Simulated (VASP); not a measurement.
A run of VASP 6.6.1 is set up as follows.

File INCAR:

```
SYSTEM = Ti
PREC = Accurate
ENCUT = 520
EDIFF = 1E-6
ISMEAR = 0
SIGMA = 0.15
LREAL = .False.
LASPH = .True.
NELM = 150
ALGO = Normal
ISIF = 2
LWAVE = .False.
LCHARG = .True.
ISPIN = 2
MAGMOM = 0.25
LORBIT = 11
NUPDOWN = 0.25
LMAXMIX = 4
LELF = .True.
LVHAR = .True.
NBANDS = 16
```

File KPOINTS:

```
regular mesh
0
Gamma
  22 22 22
  0 0 0
```

Contents of POSCAR:

```
Ti
1.0
    0.0000000000      2.0775383847      2.0775383847
    2.0775383847      0.0000000000      2.0775383847
    2.0775383847      2.0775383847      0.0000000000
Ti
1
Direct
    0.0000000000      0.0000000000      0.0000000000
```

Potentials or basis: VASP PAW LDA potentials, release 64 (Ti_sv).

Command:

```bash
$ cat potpaw_LDA.64/Ti_sv/POTCAR > POTCAR
$ mpirun -np 1 vasp_std > vasp.out
```

(1) What does it give for the pressure?

Answers

(1) -11.1 GPa.

Caveat: the cell stands under tension; the total moment is fixed, so each spin has its own Fermi level and the state may be an excited one.
